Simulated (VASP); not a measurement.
# Ta (Im-3m) in VASP: notebook

Runs on Ta. Level: LDA. Tasks: single point.

Program: VASP 6.6.1. These are calculated values, not measurements. Logs are shortened: lines on timing, memory, paths and dates and some standing lists are left out, and cuts for length are marked.

### 1 The cell of the first run

It takes space group Im-3m (No. 229, cubic). The conventional cell has a = 3.256 Å, b = 3.256 Å, c = 3.256 Å, α = 90.00°, β = 90.00°, γ = 90.00°. Within 3.7 Å of Ta (site symmetry m-3m) lie 14 Ta at 2.82 to 3.26 Å.

### 2 Single point, LDA

INCAR

```
PREC = Accurate ; ENCUT = 520
EDIFF = 1E-6 ; ISMEAR = -1
SIGMA = 0.05 ; LREAL = F
LASPH = T ; NELM = 100
ALGO = Normal ; ISIF = 2
LWAVE = F ; LCHARG = F
NBANDS = 12
```

KPOINTS

```
Automatic mesh
0
Gamma
  14 14 14
```

POSCAR

```
Ta
1.0
   -1.6277543238      1.6277543238      1.6277543238
    1.6277543238     -1.6277543238      1.6277543238
    1.6277543238      1.6277543238     -1.6277543238
Ta
1
Direct
    0.0000000000      0.0000000000      0.0000000000
```

Potentials or basis: VASP PAW LDA potentials, release 64 (Ta_pv).

The run is started by

```sh
cat potpaw_LDA.64/Ta_pv/POTCAR > POTCAR
mpirun -np 1 vasp_std > vasp.out
```

OUTCAR:

```text
PREC = Accurate
   ENCUT = 520
   EDIFF = 1E-6
   ISMEAR = -1
   LREAL = F
   LASPH = T
   NELM = 100
   ISIF = 2

 ion  position               nearest neighbor table
   1  0.000  0.000  0.000-

  LATTYP: Found a body centered cubic cell.
 ALAT       =     3.2555086476

  Lattice vectors:

 A1 = (  -1.6277543238,   1.6277543238,   1.6277543238)
 A2 = (   1.6277543238,  -1.6277543238,   1.6277543238)
 A3 = (   1.6277543238,   1.6277543238,  -1.6277543238)

Analysis of symmetry for initial positions (statically):
=====================================================================
 Subroutine PRICEL returns:
 Original cell was already a primitive cell.

 Routine SETGRP: Setting up the symmetry group for a
 body centered cubic supercell.

 Subroutine GETGRP returns: Found 48 space group operations
 (whereof 48 operations were pure point group operations)
 out of a pool of 48 trial point group operations.

The static configuration has the point symmetry O_h .

Analysis of symmetry for dynamics (positions and initial velocities):
=====================================================================
 Subroutine PRICEL returns:
 Original cell was already a primitive cell.

 Routine SETGRP: Setting up the symmetry group for a
 body centered cubic supercell.

 Subroutine GETGRP returns: Found 48 space group operations
 (whereof 48 operations were pure point group operations)
 out of a pool of 48 trial point group operations.

The dynamic configuration has the point symmetry O_h .

 Subroutine INISYM returns: Found 48 space group operations
 (whereof 48 operations are pure point group operations),
 and found     1 'primitive' translations

----------------------------------------------------------------------------------------

                                     Primitive cell

  volume of cell :      17.2515

  direct lattice vectors                    reciprocal lattice vectors
    -1.627754324  1.627754324  1.627754324     0.000000000  0.307171661  0.307171661
     1.627754324 -1.627754324  1.627754324     0.307171661  0.000000000  0.307171661
     1.627754324  1.627754324 -1.627754324     0.307171661  0.307171661  0.000000000

  length of vectors
     2.819353191  2.819353191  2.819353191     0.434406330  0.434406330  0.434406330

  position of ions in fractional coordinates (direct lattice)
     0.000000000  0.000000000  0.000000000

  ion indices of the primitive-cell ions
   primitive index   ion index
                 1           1

----------------------------------------------------------------------------------------

 KPOINTS: Automatic mesh

Automatic generation of k-mesh.
 Grid dimensions read from file:
 generate k-points for:   14   14   14

 Generating k-lattice:

  Cartesian coordinates                     Fractional coordinates (reciprocal lattice)
     0.000000000  0.021940833  0.021940833     0.071428571  0.000000000  0.000000000
     0.021940833  0.000000000  0.021940833     0.000000000  0.071428571  0.000000000
     0.021940833  0.021940833  0.000000000     0.000000000  0.000000000  0.071428571

  Length of vectors
     0.031029024  0.031029024  0.031029024

  Shift w.r.t. Gamma in fractional coordinates (k-lattice)
     0.000000000  0.000000000  0.000000000

 Subroutine IBZKPT returns following result:
 ===========================================

 Found    104 irreducible k-points:

 Following reciprocal coordinates:
            Coordinates               Weight
  0.000000  0.000000  0.000000      1.000000
  0.071429  0.000000  0.000000     12.000000
  0.142857  0.000000  0.000000     12.000000
  0.214286  0.000000  0.000000     12.000000
  0.285714  0.000000  0.000000     12.000000
  0.357143  0.000000  0.000000     12.000000
[... 16 lines left out ...]
  0.285714  0.285714  0.000000     24.000000
  0.357143  0.285714  0.000000     24.000000
 [... further k-points ...]
   k-points           NKPTS =    104   k-points in BZ     NKDIM =    104   number of bands    NBANDS=     12
   number of dos      NEDOS =    301   number of ions     NIONS =      1
   total plane-waves  NPLWV =  13824
   dimension x,y,z NGX =    24 NGY =   24 NGZ =   24
   dimension x,y,z NGXF=    48 NGYF=   48 NGZF=   48
   ions per type =               1
   NGX,Y,Z   is equivalent  to a cutoff of  14.15, 14.15, 14.15 a.u.
   NGXF,Y,Z  is equivalent  to a cutoff of  28.30, 28.30, 28.30 a.u.
 SYSTEM =  unknown system
   PREC   = accura    normal or accurate (medium, high low for compatibility)
   ISTART =      0    job   : 0-new  1-cont  2-samecut
   ICHARG =      2    charge: 1-file 2-atom 10-const
   ISPIN  =      1    spin polarized calculation?
   LNONCOLLINEAR =      F non collinear calculations
   LSORBIT =      F    spin-orbit coupling
   LASPH  =      T    aspherical Exc in radial PAW
   ENCUT  =  520.0 eV  38.22 Ry    6.18 a.u.   5.24  5.24  5.24*2*pi/ulx,y,z
   NELM   =    100;   NELMIN=  2; NELMDL= -5     # of ELM steps
   EDIFF  = 0.1E-05   stopping-criterion for ELM
   LREAL  =      F    real-space projection
   EDIFFG = 0.1E-04   stopping-criterion for IOM
   NSW    =      0    number of steps for IOM
   IBRION =     -1    ionic relax: 0-MD 1-quasi-New 2-CG
   NFREE  =      0    steps in history (QN), initial steepest desc. (CG)
   ISIF   =      2    stress and relaxation
   ISYM   =      2    0-nonsym 1-usesym 2-fastsym
   POTIM  = 0.5000    time-step for ionic-motion
   TEBEG  =    0.0;   TEEND  =   0.0 temperature during run
   PSTRESS=    0.0 pullay stress
   NELECT =      11.0000    total number of electrons
   NUPDOWN=      -1.0000    fix difference up-down
   EMIN   =  10.00;   EMAX   =-10.00  energy-range for DOS
   EFERMI =   0.00;   METHOD = LEGACY
   ISMEAR =    -1;   SIGMA  =   0.05  broadening in eV -4-tet -1-fermi 0-gaus
   EFERMI_NEDOS =   21; number of points for ismear=-14 and -15
   IALGO  =     38    algorithm
   IMIX   =      4    mixing-type and parameters
     AMIX     =   0.40;   BMIX     =  1.00
     AMIX_MAG =   1.60;   BMIX_MAG =  1.00
  volume/ion in A,a.u.               =      17.25       116.42
  Fermi-wavevector in a.u.,A,eV,Ry     =   1.409062  2.662742 27.013778  1.985457
  Thomas-Fermi vector in A             =   2.531156
   LORBIT       =      0    0 simple, 1 ext, 2 COOP (PROOUT), +10 PAW based schemes
   GGA     = CA    functional components
   LHFCALC =     F    Hartree Fock is set to
   AEXX    =    0.0000 exact exchange contribution
   IVDW    =     0    specifies the selected vdW correction
   LEPSILON=     F    determine dielectric tensor
   LRPA    =     F    only Hartree local field effects (RPA)
 non-spin polarized calculation
  energy-cutoff  :      520.00
  volume of cell :       17.25
 maximum number of plane-waves:       476
 NGX is ok and might be reduce to    24
   NGX = 11   NGY = 11   NGZ = 11

 number of electron      11.0000000 magnetization

 Free energy of the ion-electron system (eV)
  ---------------------------------------------------
  ext. energy  EPLUGINS =         0.00000000
  ---------------------------------------------------
  free energy    TOTEN  =       -12.83599456 eV

  energy without entropy =      -12.82637217  energy(sigma->0) =      -12.83118337

 E-fermi :   5.7434     XC(G=0): -13.0174

 val. band max:        5.7363114988   @ k =   0.3571   0.2143   0.0000
 cond. band min:       5.7758764328   @ k =  -0.3571   0.3571   0.0714
 fundamental gap:      0.0395649340
 Fermi energy:         5.7434404225

 k-point     1 :       0.0000    0.0000    0.0000
  band No.  band energies     occupation
      1     -26.9739      2.00000
      2     -26.9739      2.00000
      3     -26.9739      2.00000
      4      -2.2397      2.00000
      5       6.4258      0.00000
      6       6.4258      0.00000
      7       6.4258      0.00000
      8       9.8417      0.00000
      9       9.8417      0.00000
     10      19.5876      0.00000
     11      21.0399      0.00000
     12      21.0399      0.00000

 k-point     2 :       0.0714    0.0000    0.0000
  band No.  band energies     occupation
      1     -27.0488      2.00000
      2     -26.9966      2.00000
      3     -26.9744      2.00000
      4      -1.9980      2.00000
      5       6.2704      0.00005
      6       6.3811      0.00001
      7       6.6631      0.00000
      8       9.5932      0.00000
      9       9.8422      0.00000
     10      19.5876      0.00000
     11      21.2573      0.00000
     12      21.4578      0.00000

 k-point     3 :       0.1429    0.0000    0.0000
  band No.  band energies     occupation
      1     -27.2545      2.00000
      2     -27.0598      2.00000
      3     -26.9758      2.00000
      4      -1.3196      2.00000
      5       5.8648      0.16228
      6       6.1715      0.00038
      7       7.3622      0.00000
      8       9.1963      0.00000
      9       9.8651      0.00000
     10      19.5872      0.00000
     11      21.7281      0.00000
     12      22.6456      0.00000
[... 286 lines left out ...]
 k-point    23 :       0.2857    0.2857    0.0000
  band No.  band energies     occupation
      1     -28.0835      2.00000
      2     -27.7190      2.00000
      3     -27.1396      2.00000
      4       2.9400      2.00000
      5       4.3132      2.00000
      6       5.2473      1.99990
      7       9.8579      0.00000
      8      10.6970      0.00000
      9      16.0005      0.00000
     10      16.2662      0.00000
     11      19.5952      0.00000
     12      20.2967      0.00000

 k-point    24 :       0.3571    0.2857    0.0000
  band No.  band energies     occupation
      1     -28.0313      2.00000
      2     -27.8214      2.00000
      3     -27.1469      2.00000
      4       3.0606      2.00000
      5       4.4746      2.00000
      6       5.1158      1.99999
      7      10.1073      0.00000
      8      10.7240      0.00000
      9      15.1921      0.00000
     10      17.4494      0.00000
     11      19.3007      0.00000
     12      19.5944      0.00000

 [... further k-points ...]

------------------------ aborting loop because EDIFF is reached ----------------------------------------

  FORCE on cell =-STRESS in cart. coord.  units (eV):
  Direction    XX          YY          ZZ          XY          YZ          ZX
  --------------------------------------------------------------------------------------
  -------------------------------------------------------------------------------------
  Total        0.0947205      0.0947205      0.0947205     -0.0000000      0.0000000     -0.0000000
  in kB        8.7968675      8.7968675      8.7968675     -0.0000000      0.0000000     -0.0000000
  external PRESSURE =       8.7968675 kB  Pullay stress =       0.0000000 kB

 VOLUME and BASIS-vectors are now :
 -----------------------------------------------------------------------------
  energy-cutoff  :      520.00
  volume of cell :       17.25
      direct lattice vectors                 reciprocal lattice vectors
    -1.627754324  1.627754324  1.627754324     0.000000000  0.307171661  0.307171661
     1.627754324 -1.627754324  1.627754324     0.307171661  0.000000000  0.307171661
     1.627754324  1.627754324 -1.627754324     0.307171661  0.307171661  0.000000000

 POSITION                                       TOTAL-FORCE (eV/Angst)
 -----------------------------------------------------------------------------------
      0.00000      0.00000      0.00000         0.000000      0.000000     -0.000000
 -----------------------------------------------------------------------------------
    total drift:                                0.000000      0.000000     -0.000000

  FREE ENERGIE OF THE ION-ELECTRON SYSTEM (eV)
  ---------------------------------------------------
  free  energy   TOTEN  =       -12.8359945617 eV

  energy  without entropy=      -12.8263721709  energy(sigma->0) =      -12.83118337
```

It took 32 s on 1 thread of AMD EPYC 7R13, shared host; peak memory 0.11 GiB.

Results:

| Item | Value |
| --- | --- |
| Free energy | -12.8360 eV |
| Pressure | 0.9 GPa |
| Band gap on the k mesh | zero (an odd number of electrons rules out a gap without spin polarisation) |

Caveat: spin-orbit coupling is left out, which moves the levels of the heavy elements.

### 3 Single point, LDA

INCAR

```
  ALGO = Normal
  EDIFF = 1E-6
  ENCUT = 520
  GGA = CA
  ISIF = 2
  ISMEAR = -1
  LASPH = T
  LCHARG = F
  LREAL = F
  LWAVE = F
  NBANDS = 12
  NELM = 100
  PREC = Accurate
  SIGMA = 0.05
```

KPOINTS

```
k-points
0
Gamma
  14 14 14
```

POSCAR is that of step 2.

Potentials or basis: VASP PAW LDA potentials, release 64 (Ta_pv).

The run is started by

```sh
cat potpaw_LDA.64/Ta_pv/POTCAR > POTCAR
mpirun -np 1 vasp_std > vasp.out
```

OUTCAR:

```text
EDIFF = 1E-6
   ENCUT = 520
   GGA = CA
   ISIF = 2
   ISMEAR = -1
   LASPH = T
   LREAL = F
   NELM = 100
   PREC = Accurate

 ion  position               nearest neighbor table
   1  0.000  0.000  0.000-

  LATTYP: Found a body centered cubic cell.
 ALAT       =     3.2555086476

  Lattice vectors:

 A1 = (  -1.6277543238,   1.6277543238,   1.6277543238)
 A2 = (   1.6277543238,  -1.6277543238,   1.6277543238)
 A3 = (   1.6277543238,   1.6277543238,  -1.6277543238)

Analysis of symmetry for initial positions (statically):
=====================================================================
 Subroutine PRICEL returns:
 Original cell was already a primitive cell.

 Routine SETGRP: Setting up the symmetry group for a
 body centered cubic supercell.

 Subroutine GETGRP returns: Found 48 space group operations
 (whereof 48 operations were pure point group operations)
 out of a pool of 48 trial point group operations.

The static configuration has the point symmetry O_h .

[... 166 lines left out ...]
  band No.  band energies     occupation
      1     -26.9739      2.00000
      2     -26.9739      2.00000
      3     -26.9739      2.00000
      4      -2.2397      2.00000
      5       6.4258      0.00000
      6       6.4258      0.00000
      7       6.4258      0.00000
      8       9.8417      0.00000
      9       9.8417      0.00000
     10      19.5876      0.00000
     11      21.0399      0.00000
     12      21.0399      0.00000
[... 331 lines left out ...]
 k-point    24 :       0.3571    0.2857    0.0000
  band No.  band energies     occupation
      1     -28.0313      2.00000
      2     -27.8214      2.00000
      3     -27.1469      2.00000
      4       3.0606      2.00000
      5       4.4746      2.00000
      6       5.1158      1.99999
      7      10.1073      0.00000
      8      10.7240      0.00000
      9      15.1921      0.00000
     10      17.4494      0.00000
     11      19.3007      0.00000
     12      19.5944      0.00000

 [... further k-points ...]

------------------------ aborting loop because EDIFF is reached ----------------------------------------

  FORCE on cell =-STRESS in cart. coord.  units (eV):
  Direction    XX          YY          ZZ          XY          YZ          ZX
  --------------------------------------------------------------------------------------
  -------------------------------------------------------------------------------------
  Total        0.0947205      0.0947205      0.0947205     -0.0000000      0.0000000     -0.0000000
  in kB        8.7968675      8.7968675      8.7968675     -0.0000000      0.0000000     -0.0000000
  external PRESSURE =       8.7968675 kB  Pullay stress =       0.0000000 kB

 VOLUME and BASIS-vectors are now :
 -----------------------------------------------------------------------------
  energy-cutoff  :      520.00
  volume of cell :       17.25
      direct lattice vectors                 reciprocal lattice vectors
    -1.627754324  1.627754324  1.627754324     0.000000000  0.307171661  0.307171661
     1.627754324 -1.627754324  1.627754324     0.307171661  0.000000000  0.307171661
     1.627754324  1.627754324 -1.627754324     0.307171661  0.307171661  0.000000000

 POSITION                                       TOTAL-FORCE (eV/Angst)
 -----------------------------------------------------------------------------------
      0.00000      0.00000      0.00000         0.000000      0.000000     -0.000000
 -----------------------------------------------------------------------------------
    total drift:                                0.000000      0.000000     -0.000000

  FREE ENERGIE OF THE ION-ELECTRON SYSTEM (eV)
  ---------------------------------------------------
  free  energy   TOTEN  =       -12.8359945617 eV

  energy  without entropy=      -12.8263721709  energy(sigma->0) =      -12.83118337
```

stdout:

```text
POSCAR found type information on POSCAR Ta
 POSCAR found :  1 types and       1 ions
 scaLAPACK will be used
 LDA part: xc-table for (Slater(with rela. corr.)+CA(PZ))
 , standard interpolation
 POSCAR, INCAR and KPOINTS ok, starting setup
 FFT: planning ... GRIDC
 FFT: planning ... GRID_SOFT
 FFT: planning ... GRID
 WAVECAR not read
 entering main loop
```

It took 35 s on 1 thread of AMD EPYC 7R13, shared host; peak memory 0.11 GiB.

Results:

```
Free energy            : -12.8360 eV
Pressure               : 0.9 GPa
Band gap on the k mesh : zero (an odd number of electrons rules out a gap without spin polarisation)
```

Levels at points of the mesh, in eV from the Fermi level:
```csv
k point,band 1,band 2,band 3,band 4,band 5,band 6,band 7,band 8,band 9,band 10
"(0.00, 0.00, 0.00)",-32.72,-32.72,-32.72,-7.98,0.68,0.68,0.68,4.10,4.10,13.84
"(0.50, 0.00, 0.00)",-34.09,-33.16,-32.73,-4.55,-1.70,1.97,4.01,5.07,8.19,12.25
"(0.50, 0.50, 0.50)",-33.67,-33.67,-33.67,-4.06,-4.06,7.16,7.16,7.16,9.17,9.17
```

Caveat: spin-orbit coupling is left out, which moves the levels of the heavy elements.
